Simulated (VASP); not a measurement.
# HfO2 (Fm-3m) in VASP: a series of runs, part 2 of 2

VASP 6.6.1.

## (4) Single point, PBEsol

This run uses another cell than the first one, of 10.01 Å³/atom, 0.898 times its volume.

File INCAR:

```
ALGO = Normal
EDIFF = 1E-7
ENCUT = 520
GGA = PS
ISIF = 2
ISMEAR = -1
LASPH = True
LCHARG = True
LELF = True
LREAL = False
LVHAR = True
LWAVE = False
NBANDS = 18
NELM = 80
PREC = Accurate
SIGMA = 0.05
```

File KPOINTS:

```
k-points
0
Gamma
  9 9 9
```

File POSCAR:

```
HfO2
1.0
    0.0000000000      2.4673309801      2.4673309801
    2.4673309801      0.0000000000      2.4673309801
    2.4673309801      2.4673309801      0.0000000000
Hf O
1 2
Direct
    0.0000000000      0.0000000000      0.0000000000
    0.7500000000      0.7500000000      0.7500000000
    0.2500000000      0.2500000000      0.2500000000
```

Potentials or basis: VASP PAW PBE potentials, release 64 (Hf_pv, O).

On the command line:

```sh
> cat potpaw_PBE.64/Hf_pv/POTCAR potpaw_PBE.64/O/POTCAR > POTCAR
> mpirun -np 1 vasp_std > vasp.out
```

OUTCAR:

```text
EDIFF = 1E-7
   ENCUT = 520
   GGA = PS
   ISIF = 2
   ISMEAR = -1
   LASPH = True
   LREAL = False
   NELM = 80
   PREC = Accurate

 ion  position               nearest neighbor table
   1  0.000  0.000  0.000-   2 2.14   2 2.14   2 2.14   2 2.14   3 2.14   3 2.14   3 2.14   3 2.14

   2  0.750  0.750  0.750-   1 2.14   1 2.14   1 2.14   1 2.14
   3  0.250  0.250  0.250-   1 2.14   1 2.14   1 2.14   1 2.14

  LATTYP: Found a face centered cubic cell.
 ALAT       =     4.9346619602

  Lattice vectors:

 A1 = (   0.0000000000,   2.4673309801,   2.4673309801)
 A2 = (   2.4673309801,   0.0000000000,   2.4673309801)
 A3 = (   2.4673309801,   2.4673309801,   0.0000000000)

Analysis of symmetry for initial positions (statically):
=====================================================================
 Subroutine PRICEL returns:
 Original cell was already a primitive cell.

 Routine SETGRP: Setting up the symmetry group for a
 face centered cubic supercell.

 Subroutine GETGRP returns: Found 48 space group operations
[... 9 lines left out ...]

 Routine SETGRP: Setting up the symmetry group for a
 face centered cubic supercell.

 Subroutine GETGRP returns: Found 48 space group operations
[... 11 lines left out ...]
                                     Primitive cell

  volume of cell :      30.0409

  direct lattice vectors                    reciprocal lattice vectors
     0.000000000  2.467330980  2.467330980    -0.202648126  0.202648126  0.202648126
     2.467330980  0.000000000  2.467330980     0.202648126 -0.202648126  0.202648126
     2.467330980  2.467330980  0.000000000     0.202648126  0.202648126 -0.202648126

  length of vectors
     3.489332935  3.489332935  3.489332935     0.350996851  0.350996851  0.350996851

  position of ions in fractional coordinates (direct lattice)
     0.000000000  0.000000000  0.000000000
     0.750000000  0.750000000  0.750000000
     0.250000000  0.250000000  0.250000000

  ion indices of the primitive-cell ions
   primitive index   ion index
                 1           1
[... 84 lines left out ...]
   PSTRESS=    0.0 pullay stress
   NELECT =      22.0000    total number of electrons
   NUPDOWN=      -1.0000    fix difference up-down
   EMIN   =  10.00;   EMAX   =-10.00  energy-range for DOS
   EFERMI =   0.00;   METHOD = LEGACY
   ISMEAR =    -1;   SIGMA  =   0.05  broadening in eV -4-tet -1-fermi 0-gaus
   EFERMI_NEDOS =   21; number of points for ismear=-14 and -15
   IALGO  =     38    algorithm
   IMIX   =      4    mixing-type and parameters
     AMIX     =   0.40;   BMIX     =  1.00
     AMIX_MAG =   1.60;   BMIX_MAG =  1.00
  volume/ion in A,a.u.               =      10.01        67.58
  Fermi-wavevector in a.u.,A,eV,Ry     =   1.475633  2.788542 29.626581  2.177492
  Thomas-Fermi vector in A             =   2.590258
   LORBIT       =      0    0 simple, 1 ext, 2 COOP (PROOUT), +10 PAW based schemes
   GGA     = PS    functional components
   LHFCALC =     F    Hartree Fock is set to
   AEXX    =    0.0000 exact exchange contribution
   IVDW    =     0    specifies the selected vdW correction
   LEPSILON=     F    determine dielectric tensor
   LRPA    =     F    only Hartree local field effects (RPA)
 non-spin polarized calculation
  energy-cutoff  :      520.00
  volume of cell :       30.04
 maximum number of plane-waves:       869
 NGX is ok and might be reduce to    28
   NGX = 13   NGY = 13   NGZ = 13

 number of electron      22.0000010 magnetization

 Free energy of the ion-electron system (eV)
  ---------------------------------------------------
  ext. energy  EPLUGINS =         0.00000000
  ---------------------------------------------------
  free energy    TOTEN  =       -31.56011375 eV

  energy without entropy =      -31.56011375  energy(sigma->0) =      -31.56011375

 E-fermi :   5.7922     XC(G=0): -12.5444

 val. band max:        4.7929950450   @ k =  -0.4444   0.4444   0.0000
 cond. band min:       8.8011910359   @ k =   0.4444   0.4444   0.0000
 fundamental gap:      4.0081959909
 Fermi energy:         5.7921837120

 k-point     1 :       0.0000    0.0000    0.0000
  band No.  band energies     occupation
      1     -24.4156      2.00000
      2     -24.4156      2.00000
      3     -24.4156      2.00000
      4     -14.3654      2.00000
      5     -10.8382      2.00000
      6      -1.0754      2.00000
[... 481 lines left out ...]
      5     -11.7483      2.00000
      6      -2.1115      2.00000
[... 10 lines left out ...]
     17      17.5708      0.00000
     18      18.8245      0.00000

 [... further k-points ...]
[... 5 lines left out ...]
  --------------------------------------------------------------------------------------
  -------------------------------------------------------------------------------------
  Total        2.9375063      2.9375063      2.9375063      0.0000000     -0.0000000      0.0000000
  in kB      156.6668644    156.6668644    156.6668644      0.0000000     -0.0000000      0.0000000
  external PRESSURE =     156.6668644 kB  Pullay stress =       0.0000000 kB

 VOLUME and BASIS-vectors are now :
 -----------------------------------------------------------------------------
  energy-cutoff  :      520.00
  volume of cell :       30.04
      direct lattice vectors                 reciprocal lattice vectors
     0.000000000  2.467330980  2.467330980    -0.202648126  0.202648126  0.202648126
     2.467330980  0.000000000  2.467330980     0.202648126 -0.202648126  0.202648126
     2.467330980  2.467330980  0.000000000     0.202648126  0.202648126 -0.202648126

 POSITION                                       TOTAL-FORCE (eV/Angst)
 -----------------------------------------------------------------------------------
      0.00000      0.00000      0.00000        -0.000000     -0.000000     -0.000000
      3.70100      3.70100      3.70100        -0.000000     -0.000000      0.000000
      1.23367      1.23367      1.23367         0.000000      0.000000     -0.000000
 -----------------------------------------------------------------------------------
    total drift:                                0.000000      0.000000      0.000000

  FREE ENERGIE OF THE ION-ELECTRON SYSTEM (eV)
  ---------------------------------------------------
  free  energy   TOTEN  =       -31.5601137496 eV

  energy  without entropy=      -31.5601137495  energy(sigma->0) =      -31.56011375
```

stdout:

```text
POSCAR found type information on POSCAR HfO
 POSCAR found :  2 types and       3 ions
 scaLAPACK will be used
 -----------------------------------------------------------------------------
|                                                                             |
|                                                                             |
|     You enforced a specific xc type in the INCAR file but a different       |
|     I HOPE YOU KNOW WHAT YOU ARE DOING!                                     |
|                                                                             |
 -----------------------------------------------------------------------------

 LDA part: xc-table for (Slater+PW92), standard interpolation
 POSCAR, INCAR and KPOINTS ok, starting setup
 FFT: planning ... GRIDC
 FFT: planning ... GRID_SOFT
 FFT: planning ... GRID
 WAVECAR not read
 entering main loop
```

It took 11 s on 1 thread of Intel Xeon 6975P-C (Granite Rapids), shared host; peak memory 0.16 GiB.

What came out:

- Free energy: -31.5601 eV
- Pressure: 15.7 GPa
- Band gap on the k mesh: 4.01 eV, indirect (least direct gap 4.14 eV)

Caveat: the PAW data sets were made with another functional, which shifts forces and pressure a little; spin-orbit coupling is left out, which moves the levels of the heavy elements. A hybrid or GW would open this gap; PBEsol tends to underestimate it.

## (5) The runs side by side

| level | potentials or basis | cell | gap on the mesh (eV) | pressure (GPa) |
| --- | --- | --- | --- | --- |
| LDA | VASP PAW LDA potentials, release 64 (Hf_pv, O) | a = 3.617 Å, angles 60.0°, 3 atoms | 3.63 | -19.3 |
| PBEsol | VASP PAW PBE potentials, release 64 (Hf_pv, O) | a = 3.458 Å, angles 60.0°, 3 atoms | 4.07 | 25.4 |
| PBEsol | VASP PAW PBE potentials, release 64 (Hf_pv, O) | a = 3.489 Å, angles 60.0°, 3 atoms | 4.01 | 15.7 |

Alike in all rows: task single point; no spin polarisation; k mesh 9 × 9 × 9; cutoff (eV) 520; smearing fermi-dirac 0.05 eV.

Caveats: spin-orbit coupling is left out, which moves the levels of the heavy elements; the PAW data sets were made with another functional, which shifts forces and pressure a little (some runs).

Total energies depend on the potentials used, so only differences within one code and one set of settings carry meaning.
